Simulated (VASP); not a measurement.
# TaN (P6_3mc) in VASP: notebook

The runs below take TaN through single point, with PBE.

Program: VASP 6.6.1. These are calculated values, not measurements. Logs are shortened: lines on timing, memory, paths and dates and some standing lists are left out, and cuts for length are marked.

## (1) The cell of the first run

It takes space group P6_3mc (No. 186, hexagonal). The conventional cell has a = 3.028 Å, b = 3.028 Å, c = 6.614 Å, α = 90.00°, β = 90.00°, γ = 120.00°. Ta (site symmetry 3m) has 4 N at 2.10 to 2.14 Å within 2.8 Å. Within 2.8 Å of N (site symmetry 3m) lie 4 Ta at 2.10 to 2.14 Å.

## (2) Single point, PBE (13.13 Å³/atom)

INCAR reads:

```
SYSTEM = TaN
PREC = Accurate ; ENCUT = 520
EDIFF = 1E-6 ; ISMEAR = 0
SIGMA = 0.15 ; LREAL = .False.
LASPH = .True. ; NELM = 60
ALGO = Normal ; ISIF = 2
LWAVE = .False. ; LCHARG = .True.
GGA = PE ; LELF = .True.
LVHAR = .True. ; NBANDS = 24
```

KPOINTS reads:

```
regular mesh
0
Gamma
  18 18 8
  0 0 0
```

POSCAR reads:

```
TaN
1.0
    3.0277564179      0.0000000000      0.0000000000
   -1.5138782090      2.6221139744      0.0000000000
    0.0000000000      0.0000000000      6.6135283437
Ta N
2 2
Direct
    0.3333333333      0.6666666667      0.0304880884
    0.6666666667      0.3333333333      0.5304880884
    0.3333333333      0.6666666667      0.3545119116
    0.6666666667      0.3333333333      0.8545119116
```

Potentials or basis: VASP PAW PBE potentials, release 64 (Ta_pv, N).

Run with:

```
$ cat potpaw_PBE.64/Ta_pv/POTCAR potpaw_PBE.64/N/POTCAR > POTCAR
$ mpirun -np 1 vasp_std > vasp.out
```

OUTCAR:

```text
SYSTEM = TaN
   PREC = Accurate
   ENCUT = 520
   EDIFF = 1E-6
   ISMEAR = 0
   LREAL = .False.
   LASPH = .True.
   NELM = 60
   ISIF = 2
   GGA = PE

 ion  position               nearest neighbor table
   1  0.333  0.667  0.030-   4 2.10   4 2.10   4 2.10   3 2.14
   2  0.667  0.333  0.530-   3 2.10   3 2.10   3 2.10   4 2.14
   3  0.333  0.667  0.355-   2 2.10   2 2.10   2 2.10   1 2.14
   4  0.667  0.333  0.855-   1 2.10   1 2.10   1 2.10   2 2.14

  LATTYP: Found a hexagonal cell.
 ALAT       =     3.0277564179
 C/A-ratio  =     2.1843000000

  Lattice vectors:

 A1 = (   3.0277564179,   0.0000000000,   0.0000000000)
 A2 = (  -1.5138782090,   2.6221139744,   0.0000000000)
 A3 = (   0.0000000000,   0.0000000000,   6.6135283437)

Analysis of symmetry for initial positions (statically):
=====================================================================
 Subroutine PRICEL returns:
 Original cell was already a primitive cell.

 Routine SETGRP: Setting up the symmetry group for a
 hexagonal supercell.

 Subroutine GETGRP returns: Found 12 space group operations
 (whereof  6 operations were pure point group operations)
 out of a pool of 24 trial point group operations.

The static configuration has the point symmetry C_3v.
 The point group associated with its full space group is C_6v.

Analysis of symmetry for dynamics (positions and initial velocities):
=====================================================================
 Subroutine PRICEL returns:
 Original cell was already a primitive cell.

 Routine SETGRP: Setting up the symmetry group for a
 hexagonal supercell.

 Subroutine GETGRP returns: Found 12 space group operations
 (whereof  6 operations were pure point group operations)
 out of a pool of 24 trial point group operations.

The dynamic configuration has the point symmetry C_3v.
 The point group associated with its full space group is C_6v.

 Subroutine INISYM returns: Found 12 space group operations
 (whereof  6 operations are pure point group operations),
 and found     1 'primitive' translations

----------------------------------------------------------------------------------------

                                     Primitive cell

  volume of cell :      52.5056

  direct lattice vectors                    reciprocal lattice vectors
     3.027756418  0.000000000  0.000000000     0.330277559  0.190685838  0.000000000
    -1.513878209  2.622113974  0.000000000     0.000000000  0.381371676  0.000000000
     0.000000000  0.000000000  6.613528344     0.000000000  0.000000000  0.151205219

  length of vectors
     3.027756418  3.027756418  6.613528344     0.381371676  0.381371676  0.151205219

  position of ions in fractional coordinates (direct lattice)
     0.333333333  0.666666667  0.030488088
     0.666666667  0.333333333  0.530488088
     0.333333333  0.666666667  0.354511912
     0.666666667  0.333333333  0.854511912

  ion indices of the primitive-cell ions
   primitive index   ion index
                 1           1
                 2           2
                 3           3
                 4           4

----------------------------------------------------------------------------------------

 KPOINTS: regular mesh

Automatic generation of k-mesh.
 Grid dimensions read from file:
 generate k-points for:   18   18    8

 Generating k-lattice:

  Cartesian coordinates                     Fractional coordinates (reciprocal lattice)
     0.018348753  0.010593658  0.000000000     0.055555556 -0.000000000  0.000000000
     0.000000000  0.021187315  0.000000000     0.000000000  0.055555556  0.000000000
     0.000000000  0.000000000  0.018900652     0.000000000  0.000000000  0.125000000

  Length of vectors
     0.021187315  0.021187315  0.018900652

  Shift w.r.t. Gamma in fractional coordinates (k-lattice)
     0.000000000  0.000000000  0.000000000

 Subroutine IBZKPT returns following result:
 ===========================================

 Found    185 irreducible k-points:

 Following reciprocal coordinates:
            Coordinates               Weight
  0.000000  0.000000  0.000000      1.000000
  0.055556  0.000000  0.000000      6.000000
  0.111111  0.000000  0.000000      6.000000
  0.166667  0.000000  0.000000      6.000000
  0.222222  0.000000  0.000000      6.000000
  0.277778 -0.000000  0.000000      6.000000
[... 16 lines left out ...]
  0.333333  0.111111  0.000000     12.000000
  0.388889  0.111111  0.000000     12.000000
 [... further k-points ...]
   k-points           NKPTS =    185   k-points in BZ     NKDIM =    185   number of bands    NBANDS=     24
   number of dos      NEDOS =    301   number of ions     NIONS =      4
   total plane-waves  NPLWV =  28800
   dimension x,y,z NGX =    24 NGY =   24 NGZ =   50
   dimension x,y,z NGXF=    48 NGYF=   48 NGZF=  100
   ions per type =               2   2
   NGX,Y,Z   is equivalent  to a cutoff of  13.18, 13.18, 12.57 a.u.
   NGXF,Y,Z  is equivalent  to a cutoff of  26.36, 26.36, 25.14 a.u.
 SYSTEM =  TaN
   PREC   = accura    normal or accurate (medium, high low for compatibility)
   ISTART =      0    job   : 0-new  1-cont  2-samecut
   ICHARG =      2    charge: 1-file 2-atom 10-const
   ISPIN  =      1    spin polarized calculation?
   LNONCOLLINEAR =      F non collinear calculations
   LSORBIT =      F    spin-orbit coupling
   LASPH  =      T    aspherical Exc in radial PAW
   ENCUT  =  520.0 eV  38.22 Ry    6.18 a.u.   5.63  5.63 12.30*2*pi/ulx,y,z
   NELM   =     60;   NELMIN=  2; NELMDL= -5     # of ELM steps
   EDIFF  = 0.1E-05   stopping-criterion for ELM
   LREAL  =      F    real-space projection
   EDIFFG = 0.1E-04   stopping-criterion for IOM
   NSW    =      0    number of steps for IOM
   IBRION =     -1    ionic relax: 0-MD 1-quasi-New 2-CG
   NFREE  =      0    steps in history (QN), initial steepest desc. (CG)
   ISIF   =      2    stress and relaxation
   ISYM   =      2    0-nonsym 1-usesym 2-fastsym
   POTIM  = 0.5000    time-step for ionic-motion
   TEBEG  =    0.0;   TEEND  =   0.0 temperature during run
   PSTRESS=    0.0 pullay stress
   NELECT =      32.0000    total number of electrons
   NUPDOWN=      -1.0000    fix difference up-down
   EMIN   =  10.00;   EMAX   =-10.00  energy-range for DOS
   EFERMI =   0.00;   METHOD = LEGACY
   ISMEAR =     0;   SIGMA  =   0.15  broadening in eV -4-tet -1-fermi 0-gaus
   EFERMI_NEDOS =   21; number of points for ismear=-14 and -15
   IALGO  =     38    algorithm
   IMIX   =      4    mixing-type and parameters
     AMIX     =   0.40;   BMIX     =  1.00
     AMIX_MAG =   1.60;   BMIX_MAG =  1.00
  volume/ion in A,a.u.               =      13.13        88.58
  Fermi-wavevector in a.u.,A,eV,Ry     =   1.388000  2.622940 26.212237  1.926545
  Thomas-Fermi vector in A             =   2.512168
   LORBIT       =      0    0 simple, 1 ext, 2 COOP (PROOUT), +10 PAW based schemes
   GGA     = PE    functional components
   LHFCALC =     F    Hartree Fock is set to
   AEXX    =    0.0000 exact exchange contribution
   IVDW    =     0    specifies the selected vdW correction
   LEPSILON=     F    determine dielectric tensor
   LRPA    =     F    only Hartree local field effects (RPA)
 non-spin polarized calculation
 Gauss-broadening in eV      SIGMA  =   0.15
  energy-cutoff  :      520.00
  volume of cell :       52.51
 maximum number of plane-waves:      1453
 NGX is ok and might be reduce to    24
   NGX = 11   NGY = 11   NGZ = 25

 number of electron      31.9999999 magnetization

 Free energy of the ion-electron system (eV)
  ---------------------------------------------------
  ext. energy  EPLUGINS =         0.00000000
  ---------------------------------------------------
  free energy    TOTEN  =       -42.80456222 eV

  energy without entropy =      -42.79131950  energy(sigma->0) =      -42.79794086

 E-fermi :   6.0331     XC(G=0): -12.1160

 val. band max:        6.0321474727   @ k =   0.1111   0.0556   0.3750
 cond. band min:       6.0579114009   @ k =   0.3889   0.2222   0.0000
 fundamental gap:      0.0257639282
 Fermi energy:         6.0330595723

 k-point     1 :       0.0000    0.0000    0.0000
  band No.  band energies     occupation
      1     -29.1855      2.00000
      2     -28.9884      2.00000
      3     -28.6255      2.00000
      4     -28.6255      2.00000
      5     -28.6140      2.00000
      6     -28.6140      2.00000
[... 16 lines left out ...]
     23      11.4933      0.00000
     24      12.3229      0.00000

 k-point     2 :       0.0556    0.0000    0.0000
  band No.  band energies     occupation
      1     -29.1804      2.00000
      2     -28.9860      2.00000
      3     -28.6492      2.00000
      4     -28.6381      2.00000
      5     -28.6309      2.00000
      6     -28.6191      2.00000
[... 16 lines left out ...]
     23      11.6701      0.00000
     24      11.9689      0.00000

 k-point     3 :       0.1111    0.0000    0.0000
  band No.  band energies     occupation
      1     -29.1659      2.00000
      2     -28.9791      2.00000
      3     -28.7169      2.00000
      4     -28.7067      2.00000
      5     -28.6466      2.00000
      6     -28.6338      2.00000
[... 16 lines left out ...]
     23      11.6922      0.00000
     24      12.1548      0.00000

 k-point     4 :       0.1667    0.0000    0.0000
  band No.  band energies     occupation
      1     -29.1439      2.00000
      2     -28.9699      2.00000
      3     -28.8186      2.00000
      4     -28.8092      2.00000
      5     -28.6704      2.00000
      6     -28.6564      2.00000
[... 16 lines left out ...]
     23      11.5418      0.00000
     24      12.7785      0.00000

 k-point     5 :       0.2222    0.0000    0.0000
  band No.  band energies     occupation
      1     -29.1191      2.00000
      2     -28.9723      2.00000
      3     -28.9367      2.00000
      4     -28.9206      2.00000
      5     -28.6994      2.00000
      6     -28.6839      2.00000
[... 451 lines left out ...]
 k-point    22 :       0.2778    0.1111    0.0000
  band No.  band energies     occupation
      1     -29.2040      2.00000
      2     -29.1894      2.00000
      3     -29.0230      2.00000
      4     -28.9256      2.00000
      5     -28.8027      2.00000
      6     -28.7861      2.00000
[... 16 lines left out ...]
     23      12.3611      0.00000
     24      12.8543      0.00000

 k-point    23 :       0.3333    0.1111    0.0000
  band No.  band energies     occupation
      1     -29.2842      2.00000
      2     -29.2699      2.00000
      3     -28.9997      2.00000
      4     -28.9209      2.00000
      5     -28.8325      2.00000
      6     -28.8146      2.00000
[... 16 lines left out ...]
     23      12.1890      0.00000
     24      12.8211      0.00000

 k-point    24 :       0.3889    0.1111    0.0000
  band No.  band energies     occupation
      1     -29.3373      2.00000
      2     -29.3220      2.00000
      3     -28.9811      2.00000
      4     -28.9197      2.00000
      5     -28.8518      2.00000
      6     -28.8332      2.00000
[... 16 lines left out ...]
     23      11.8101      0.00000
     24      12.6624      0.00000

 [... further k-points ...]
[... 5 lines left out ...]
  --------------------------------------------------------------------------------------
  -------------------------------------------------------------------------------------
  Total        3.6441384      3.6441384    -10.0350148     -0.0000000      0.0000000      0.0000000
  in kB      111.1987031    111.1987031   -306.2124753     -0.0000000      0.0000000      0.0000000
  external PRESSURE =     -27.9383564 kB  Pullay stress =       0.0000000 kB

 VOLUME and BASIS-vectors are now :
 -----------------------------------------------------------------------------
  energy-cutoff  :      520.00
  volume of cell :       52.51
      direct lattice vectors                 reciprocal lattice vectors
     3.027756418  0.000000000  0.000000000     0.330277559  0.190685838  0.000000000
    -1.513878209  2.622113974  0.000000000     0.000000000  0.381371676  0.000000000
     0.000000000  0.000000000  6.613528344     0.000000000  0.000000000  0.151205219

 POSITION                                       TOTAL-FORCE (eV/Angst)
 -----------------------------------------------------------------------------------
     -0.00000      1.74808      0.20163         0.000000      0.000000      1.485228
      1.51388      0.87404      3.50840        -0.000000      0.000000      1.485228
     -0.00000      1.74808      2.34457        -0.000000      0.000000     -1.485228
      1.51388      0.87404      5.65134         0.000000     -0.000000     -1.485228
 -----------------------------------------------------------------------------------
    total drift:                               -0.000000      0.000000      0.000649

  FREE ENERGIE OF THE ION-ELECTRON SYSTEM (eV)
  ---------------------------------------------------
  free  energy   TOTEN  =       -42.8045622207 eV

  energy  without entropy=      -42.7913194955  energy(sigma->0) =      -42.79794086
```

Wall time 68 s (1 thread of Intel Xeon 6975P-C (Granite Rapids), shared host); peak memory 0.33 GiB.

What came out:

```
Free energy            : -42.8046 eV
Pressure               : -2.8 GPa
Largest force          : 1.485 eV/Å
Band gap on the k mesh : 0.03 eV (least direct gap 0.43 eV)
```

Forces on the atoms (eV/Å):
```
Ta   0.000  0.000  1.485
Ta   0.000  0.000  1.485
N    0.000  0.000 -1.485
N    0.000  0.000 -1.485
```

Levels at points of the mesh, in eV from the valence-band top:
```tsv
k point	band 13	band 14	band 15	band 16	band 17	band 18	band 19	band 20
(0.00, 0.00, 0.00)	-3.71	-3.71	-0.97	-0.26	0.83	0.83	2.26	2.26
(0.50, 0.00, 0.00)	-4.31	-3.12	-2.05	-0.39	0.84	2.03	3.29	4.36
(0.00, 0.00, 0.50)	-4.01	-4.01	-0.13	-0.13	1.38	1.38	1.38	1.38
(0.50, 0.00, 0.50)	-3.90	-3.90	-1.05	-1.05	1.32	1.32	4.12	4.12
```

Caveat: spin-orbit coupling is left out, which moves the levels of the heavy elements; forces of over 1 eV/Å act on the atoms, so gaps and moduli don't describe the material at rest. A k mesh can miss the band edges.

(Continued in part 2 of 2.)
